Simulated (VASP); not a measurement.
# HfBiH2 (P6_3/mmc) in VASP: a series of runs

HfBiH2 is run at these levels: PBE; tasks: single point, relaxation of cell and atoms.

Program: VASP 6.6.1. These are calculated values, not measurements. Logs are shortened: lines on timing, memory, paths and dates and some standing lists are left out, and cuts for length are marked.

## (1) The cell of the first run

The structure is hexagonal, space group P6_3/mmc (No. 194). Conventional cell: a = 3.282 Å, b = 3.282 Å, c = 11.492 Å, α = 90.00°, β = 90.00°, γ = 120.00°. Hf (site symmetry -3m) has 6 H at 2.21 Å within 2.9 Å. Bi (site symmetry -6m2) has 6 H at 2.57 Å and 6 Bi at 3.28 Å within 3.4 Å. Within 2.9 Å of H (site symmetry 3m) lie 3 Hf at 2.21 Å and 3 Bi at 2.57 Å.

## (2) Single point, PBE

The input, INCAR:

```
SYSTEM = HfBiH2
  PREC = Accurate
  ENCUT = 520
  EDIFF = 1E-6
  ISMEAR = 0
  SIGMA = 0.1
  LREAL = .False.
  LASPH = .True.
  NELM = 80
  ALGO = Normal
  ISIF = 2
  LWAVE = .False.
  LCHARG = .False.
  GGA = PE
  NBANDS = 37
```

The input, KPOINTS:

```
Automatic mesh
0
Gamma
  6 6 2
  0 0 0
```

The input, POSCAR:

```
HfBiH2
1.0
    3.2815746700      0.0000000000      0.0000000000
   -1.6407873400      2.8419270300      0.0000000000
    0.0000000000      0.0000000000     11.4922202700
Hf Bi H
2 2 4
Direct
    0.0000000000      0.0000000000      0.5000000000
    0.0000000000      0.0000000000      0.0000000000
    0.6666666700      0.3333333300      0.2500000000
    0.3333333300      0.6666666700      0.7500000000
    0.3333333300      0.6666666700      0.4008386700
    0.6666666700      0.3333333300      0.9008386700
    0.6666666700      0.3333333300      0.5991613300
    0.3333333300      0.6666666700      0.0991613300
```

Potentials or basis: VASP PAW PBE potentials, release 64 (Hf_pv, Bi_d, H).

Command:

```
cat potpaw_PBE.64/Hf_pv/POTCAR potpaw_PBE.64/Bi_d/POTCAR potpaw_PBE.64/H/POTCAR > POTCAR
mpirun -np 1 vasp_std > vasp.out
```

OUTCAR:

```text
SYSTEM = HfBiH2
   PREC = Accurate
   ENCUT = 520
   EDIFF = 1E-6
   ISMEAR = 0
   LREAL = .False.
   LASPH = .True.
   NELM = 80
   ISIF = 2
   GGA = PE

 ion  position               nearest neighbor table
   1  0.000  0.000  0.500-   5 2.21   7 2.21   7 2.21   5 2.21   7 2.21   5 2.21   3 3.44   4 3.44
                             4 3.44   3 3.44   3 3.44   4 3.44
   2  0.000  0.000  0.000-   6 2.21   8 2.21   6 2.21   8 2.21   6 2.21   8 2.21   3 3.44   4 3.44
                             4 3.44   3 3.44   3 3.44   4 3.44
   3  0.667  0.333  0.250-   1 3.44   2 3.44   1 3.44   2 3.44   1 3.44   2 3.44
   4  0.333  0.667  0.750-   1 3.44   2 3.44   1 3.44   2 3.44   1 3.44   2 3.44
   5  0.333  0.667  0.401-   1 2.21   1 2.21   1 2.21
   6  0.667  0.333  0.901-   2 2.21   2 2.21   2 2.21
   7  0.667  0.333  0.599-   1 2.21   1 2.21   1 2.21
   8  0.333  0.667  0.099-   2 2.21   2 2.21   2 2.21

  LATTYP: Found a hexagonal cell.
 ALAT       =     3.2815746700
 C/A-ratio  =     3.5020444225

  Lattice vectors:

 A1 = (   3.2815746700,   0.0000000000,   0.0000000000)
 A2 = (  -1.6407873400,   2.8419270300,   0.0000000000)
 A3 = (   0.0000000000,   0.0000000000,  11.4922202700)

Analysis of symmetry for initial positions (statically):
=====================================================================
 Subroutine PRICEL returns:
 Original cell was already a primitive cell.

 Routine SETGRP: Setting up the symmetry group for a
 hexagonal supercell.

 Subroutine GETGRP returns: Found 24 space group operations
 (whereof 12 operations were pure point group operations)
 out of a pool of 24 trial point group operations.

The static configuration has the point symmetry D_3d.
 The point group associated with its full space group is D_6h.

Analysis of symmetry for dynamics (positions and initial velocities):
=====================================================================
 Subroutine PRICEL returns:
 Original cell was already a primitive cell.

 Routine SETGRP: Setting up the symmetry group for a
 hexagonal supercell.

 Subroutine GETGRP returns: Found 24 space group operations
 (whereof 12 operations were pure point group operations)
 out of a pool of 24 trial point group operations.

The dynamic configuration has the point symmetry D_3d.
 The point group associated with its full space group is D_6h.

 Subroutine INISYM returns: Found 24 space group operations
 (whereof 12 operations are pure point group operations),
 and found     1 'primitive' translations

----------------------------------------------------------------------------------------

                                     Primitive cell

  volume of cell :     107.1764

  direct lattice vectors                    reciprocal lattice vectors
     3.281574670  0.000000000  0.000000000     0.304731752  0.175936960  0.000000000
    -1.640787340  2.841927030  0.000000000     0.000000000  0.351873918  0.000000000
     0.000000000  0.000000000 11.492220270     0.000000000  0.000000000  0.087015387

  length of vectors
     3.281574670  3.281574674 11.492220270     0.351873919  0.351873918  0.087015387

  position of ions in fractional coordinates (direct lattice)
     0.000000000  0.000000000  0.500000000
     0.000000000  0.000000000  0.000000000
     0.666666670  0.333333330  0.250000000
     0.333333330  0.666666670  0.750000000
     0.333333330  0.666666670  0.400838670
     0.666666670  0.333333330  0.900838670
     0.666666670  0.333333330  0.599161330
     0.333333330  0.666666670  0.099161330

  ion indices of the primitive-cell ions
   primitive index   ion index
                 1           1
                 2           2
                 3           3
                 4           4
                 5           5
                 6           6
                 7           7
                 8           8

----------------------------------------------------------------------------------------

 KPOINTS: Automatic mesh

Automatic generation of k-mesh.
 Grid dimensions read from file:
 generate k-points for:    6    6    2

 Generating k-lattice:

  Cartesian coordinates                     Fractional coordinates (reciprocal lattice)
     0.050788625  0.029322827  0.000000000     0.166666667  0.000000000  0.000000000
     0.000000000  0.058645653  0.000000000     0.000000000  0.166666667  0.000000000
     0.000000000  0.000000000  0.043507694     0.000000000  0.000000000  0.500000000

  Length of vectors
     0.058645653  0.058645653  0.043507694

  Shift w.r.t. Gamma in fractional coordinates (k-lattice)
     0.000000000  0.000000000  0.000000000

 Subroutine IBZKPT returns following result:
 ===========================================

 Found     14 irreducible k-points:

 Following reciprocal coordinates:
            Coordinates               Weight
  0.000000  0.000000  0.000000      1.000000
  0.166667 -0.000000  0.000000      6.000000
  0.333333 -0.000000  0.000000      6.000000
  0.500000 -0.000000  0.000000      3.000000
  0.166667  0.166667  0.000000      6.000000
  0.333333  0.166667  0.000000     12.000000
  0.333333  0.333333  0.000000      2.000000
  0.000000  0.000000  0.500000      1.000000
  0.166667 -0.000000  0.500000      6.000000
  0.333333 -0.000000  0.500000      6.000000
  0.500000 -0.000000  0.500000      3.000000
  0.166667  0.166667  0.500000      6.000000
  0.333333  0.166667  0.500000     12.000000
  0.333333  0.333333  0.500000      2.000000
   k-points           NKPTS =     14   k-points in BZ     NKDIM =     14   number of bands    NBANDS=     37
   number of dos      NEDOS =    301   number of ions     NIONS =      8
   total plane-waves  NPLWV =  51840
   dimension x,y,z NGX =    24 NGY =   24 NGZ =   90
   dimension x,y,z NGXF=    48 NGYF=   48 NGZF=  180
   ions per type =               2   2   4
   NGX,Y,Z   is equivalent  to a cutoff of  12.16, 12.16, 13.02 a.u.
   NGXF,Y,Z  is equivalent  to a cutoff of  24.32, 24.32, 26.04 a.u.
 SYSTEM =  HfBiH2
   PREC   = accura    normal or accurate (medium, high low for compatibility)
   ISTART =      0    job   : 0-new  1-cont  2-samecut
   ICHARG =      2    charge: 1-file 2-atom 10-const
   ISPIN  =      1    spin polarized calculation?
   LNONCOLLINEAR =      F non collinear calculations
   LSORBIT =      F    spin-orbit coupling
   LASPH  =      T    aspherical Exc in radial PAW
   ENCUT  =  520.0 eV  38.22 Ry    6.18 a.u.   6.10  6.10 21.37*2*pi/ulx,y,z
   NELM   =     80;   NELMIN=  2; NELMDL= -5     # of ELM steps
   EDIFF  = 0.1E-05   stopping-criterion for ELM
   LREAL  =      F    real-space projection
   EDIFFG = 0.1E-04   stopping-criterion for IOM
   NSW    =      0    number of steps for IOM
   IBRION =     -1    ionic relax: 0-MD 1-quasi-New 2-CG
   NFREE  =      0    steps in history (QN), initial steepest desc. (CG)
   ISIF   =      2    stress and relaxation
   ISYM   =      2    0-nonsym 1-usesym 2-fastsym
   POTIM  = 0.5000    time-step for ionic-motion
   TEBEG  =    0.0;   TEEND  =   0.0 temperature during run
   PSTRESS=    0.0 pullay stress
   NELECT =      54.0000    total number of electrons
   NUPDOWN=      -1.0000    fix difference up-down
   EMIN   =  10.00;   EMAX   =-10.00  energy-range for DOS
   EFERMI =   0.00;   METHOD = LEGACY
   ISMEAR =     0;   SIGMA  =   0.10  broadening in eV -4-tet -1-fermi 0-gaus
   EFERMI_NEDOS =   21; number of points for ismear=-14 and -15
   IALGO  =     38    algorithm
   IMIX   =      4    mixing-type and parameters
     AMIX     =   0.40;   BMIX     =  1.00
     AMIX_MAG =   1.60;   BMIX_MAG =  1.00
  volume/ion in A,a.u.               =      13.40        90.41
  Fermi-wavevector in a.u.,A,eV,Ry     =   1.302686  2.461719 23.088957  1.696990
  Thomas-Fermi vector in A             =   2.433738
   LORBIT       =      0    0 simple, 1 ext, 2 COOP (PROOUT), +10 PAW based schemes
   GGA     = PE    functional components
   LHFCALC =     F    Hartree Fock is set to
   AEXX    =    0.0000 exact exchange contribution
   IVDW    =     0    specifies the selected vdW correction
   LEPSILON=     F    determine dielectric tensor
   LRPA    =     F    only Hartree local field effects (RPA)
 non-spin polarized calculation
 Gauss-broadening in eV      SIGMA  =   0.10
  energy-cutoff  :      520.00
  volume of cell :      107.18
 maximum number of plane-waves:      2922
   NGX = 13   NGY = 13   NGZ = 43

 number of electron      54.0000007 magnetization

 Free energy of the ion-electron system (eV)
  ---------------------------------------------------
  ext. energy  EPLUGINS =         0.00000000
  ---------------------------------------------------
  free energy    TOTEN  =       -40.50155797 eV

  energy without entropy =      -40.47374159  energy(sigma->0) =      -40.48764978

 E-fermi :   7.7208     XC(G=0): -11.2529

 val. band max:        7.6416901250   @ k =   0.1667   0.1667   0.0000
 cond. band min:       7.7363406182   @ k =   0.3333  -0.0000   0.5000
 fundamental gap:      0.0946504932
 Fermi energy:         7.7208310121

 k-point     1 :       0.0000    0.0000    0.0000
  band No.  band energies     occupation
      1     -23.8825      2.00000
      2     -23.8803      2.00000
      3     -23.4439      2.00000
      4     -23.4439      2.00000
      5     -23.4438      2.00000
      6     -23.4438      2.00000
[... 29 lines left out ...]
     36      13.2057      0.00000
     37      13.3814      0.00000

 k-point     2 :       0.1667   -0.0000    0.0000
  band No.  band energies     occupation
      1     -23.8638      2.00000
      2     -23.8622      2.00000
      3     -23.5589      2.00000
      4     -23.5587      2.00000
      5     -23.4700      2.00000
      6     -23.4699      2.00000
[... 29 lines left out ...]
     36      12.2284      0.00000
     37      12.4738      0.00000

 k-point     3 :       0.3333   -0.0000    0.0000
  band No.  band energies     occupation
      1     -23.8265      2.00000
      2     -23.8262      2.00000
      3     -23.7814      2.00000
      4     -23.7809      2.00000
      5     -23.5218      2.00000
      6     -23.5216      2.00000
[... 29 lines left out ...]
     36      11.5379      0.00000
     37      11.8342      0.00000

 k-point     4 :       0.5000   -0.0000    0.0000
  band No.  band energies     occupation
      1     -23.8898      2.00000
      2     -23.8894      2.00000
      3     -23.8073      2.00000
      4     -23.8072      2.00000
      5     -23.5474      2.00000
      6     -23.5473      2.00000
[... 29 lines left out ...]
     36      12.6566      0.00000
     37      12.7739      0.00000
[... 283 lines left out ...]
      1     -23.8354      2.00000
      2     -23.8354      2.00000
      3     -23.7052      2.00000
      4     -23.7052      2.00000
      5     -23.5310      2.00000
      6     -23.5310      2.00000
[... 29 lines left out ...]
     36      11.8452      0.00000
     37      12.6486      0.00000

 k-point    13 :       0.3333    0.1667    0.5000
  band No.  band energies     occupation
      1     -23.8332      2.00000
      2     -23.8332      2.00000
      3     -23.8073      2.00000
      4     -23.8073      2.00000
      5     -23.6068      2.00000
      6     -23.6068      2.00000
[... 29 lines left out ...]
     36      11.8906      0.00000
     37      13.1932      0.00000

 k-point    14 :       0.3333    0.3333    0.5000
  band No.  band energies     occupation
      1     -23.7983      2.00000
      2     -23.7983      2.00000
      3     -23.7550      2.00000
      4     -23.7550      2.00000
      5     -23.7546      2.00000
      6     -23.7546      2.00000
[... 29 lines left out ...]
     36      11.9391      0.00000
     37      12.3164      0.00000

------------------------ aborting loop because EDIFF is reached ----------------------------------------

  FORCE on cell =-STRESS in cart. coord.  units (eV):
  Direction    XX          YY          ZZ          XY          YZ          ZX
  --------------------------------------------------------------------------------------
  -------------------------------------------------------------------------------------
  Total        2.1061183      2.1061183      2.4211804     -0.0000000      0.0000000     -0.0000000
  in kB       31.4843101     31.4843101     36.1941663     -0.0000001      0.0000000     -0.0000000
  external PRESSURE =      33.0542622 kB  Pullay stress =       0.0000000 kB

 VOLUME and BASIS-vectors are now :
 -----------------------------------------------------------------------------
  energy-cutoff  :      520.00
  volume of cell :      107.18
      direct lattice vectors                 reciprocal lattice vectors
     3.281574670  0.000000000  0.000000000     0.304731752  0.175936960  0.000000000
    -1.640787340  2.841927030  0.000000000     0.000000000  0.351873918  0.000000000
     0.000000000  0.000000000 11.492220270     0.000000000  0.000000000  0.087015387

 POSITION                                       TOTAL-FORCE (eV/Angst)
 -----------------------------------------------------------------------------------
      0.00000      0.00000      5.74611         0.000000     -0.000000      0.000000
      0.00000      0.00000      0.00000         0.000000     -0.000000      0.000000
      1.64079      0.94731      2.87306        -0.000000      0.000000     -0.000000
     -0.00000      1.89462      8.61917        -0.000000     -0.000000      0.000000
     -0.00000      1.89462      4.60653         0.000000      0.000000      1.712881
      1.64079      0.94731     10.35264         0.000000     -0.000000      1.712881
      1.64079      0.94731      6.88569         0.000000     -0.000000     -1.712881
     -0.00000      1.89462      1.13958         0.000000      0.000000     -1.712881
 -----------------------------------------------------------------------------------
    total drift:                               -0.000000      0.000000     -0.000000

  FREE ENERGIE OF THE ION-ELECTRON SYSTEM (eV)
  ---------------------------------------------------
  free  energy   TOTEN  =       -40.5015579671 eV

  energy  without entropy=      -40.4737415882  energy(sigma->0) =      -40.48764978
```

Run time: 52 s. Hardware: 1 thread of Intel Xeon Platinum 8259CL at 2.50GHz (Skylake/Cascade Lake), shared host; peak memory 0.24 GiB.

Results:

* Free energy: -40.5016 eV
* Pressure: 3.3 GPa
* Largest force: 1.713 eV/Å
* Band gap on the k mesh: zero (band 27 reaches 8.94 eV, above the bottom of band 28 at 6.34 eV)

Forces in eV/Å, atoms in the order of the input:
```
Hf   0.000  0.000  0.000
Hf   0.000  0.000  0.000
Bi   0.000  0.000  0.000
Bi   0.000  0.000  0.000
H    0.000  0.000  1.713
H    0.000  0.000  1.713
H    0.000  0.000 -1.713
H    0.000  0.000 -1.713
```

Caveat: the k points lie up to 0.37 Å⁻¹ apart; spin-orbit coupling is left out, which moves the levels of the heavy elements; forces of over 1 eV/Å act on the atoms, so gaps and moduli don't describe the material at rest.

## (3) Single point, PBE

This run uses another cell than the first one, of 14.10 Å³/atom, 1.052 times its volume.

The input, INCAR:

```
SYSTEM = HfBiH2
PREC     = Accurate       ! precision mode
ENCUT    = 520            ! plane-wave cutoff, eV
EDIFF    = 1E-7           ! SCF threshold, eV
ISMEAR   = 0              ! smearing method
SIGMA    = 0.1            ! smearing width, eV
LREAL    = .False.        ! projectors in reciprocal space
LASPH    = .True.         ! aspherical terms in the spheres
NELM     = 80             ! most SCF steps
ALGO     = Normal         ! electronic algorithm
ISIF     = 2              ! what is computed and relaxed
LWAVE    = .False.        ! write WAVECAR
LCHARG   = .False.        ! write CHGCAR
GGA      = PE             ! functional
NBANDS   = 37             ! bands
```

The input, KPOINTS:

```
regular mesh
0
Gamma
  6 6 2
  0 0 0
```

The input, POSCAR:

```
HfBiH2
1.0
    3.4420344780      0.0000000030      0.0000000000
   -1.7210172416      2.9808892972      0.0000000000
    0.0000000000      0.0000000000     10.9899843961
Hf Bi H
2 2 4
Direct
    0.0000000000      0.0000000000      0.5000000000
    0.0000000000      0.0000000000      0.0000000000
    0.6666666667      0.3333333333      0.2500000000
    0.3333333333      0.6666666667      0.7500000000
    0.3333333333      0.6666666667      0.4618677397
    0.6666666667      0.3333333333      0.9618677397
    0.6666666667      0.3333333333      0.5381322603
    0.3333333333      0.6666666667      0.0381322603
```

Potentials or basis: VASP PAW PBE potentials, release 64 (Hf_pv, Bi_d, H).

Command:

```
cat potpaw_PBE.64/Hf_pv/POTCAR potpaw_PBE.64/Bi_d/POTCAR potpaw_PBE.64/H/POTCAR > POTCAR
mpirun -np 1 vasp_std > vasp.out
```

Wall time 1.8 min (1 thread of Intel Xeon Platinum 8259CL at 2.50GHz (Skylake/Cascade Lake), shared host); peak memory 0.26 GiB.

It converged, with:

| Property | Result |
| --- | --- |
| Free energy | -42.5867 eV |
| Pressure | -0.4 GPa |
| Largest force | 0.017 eV/Å |
| Band gap on the k mesh | zero (band 27 reaches 7.81 eV, above the bottom of band 28 at 4.74 eV) |

Forces on the atoms (eV/Å):
```
Hf   0.000  0.000  0.000
Hf   0.000  0.000  0.000
Bi   0.000  0.000  0.000
Bi   0.000  0.000  0.000
H    0.000  0.000  0.017
H    0.000  0.000  0.017
H    0.000  0.000 -0.017
H    0.000  0.000 -0.017
```

Stress tensor (GPa, compression positive):
```
-0.35  0.00  0.00
 0.00 -0.35  0.00
 0.00  0.00 -0.49
```

Levels at points of the mesh, in eV from the Fermi level:
```csv
k point,band 26,band 27,band 28,band 29,band 30,band 31
"(0.00, 0.00, 0.00)",-0.29,-0.29,-0.22,1.28,1.87,1.87
"(0.50, 0.00, 0.00)",-0.39,-0.39,-0.27,-0.07,1.32,1.36
"(0.00, 0.00, 0.50)",-0.35,-0.35,-0.35,1.99,1.99,1.99
"(0.50, 0.00, 0.50)",-2.41,0.30,0.30,0.40,0.40,2.84
```

Caveat: spin-orbit coupling is left out, which moves the levels of the heavy elements.

(Part 1 of 2 ends here.)
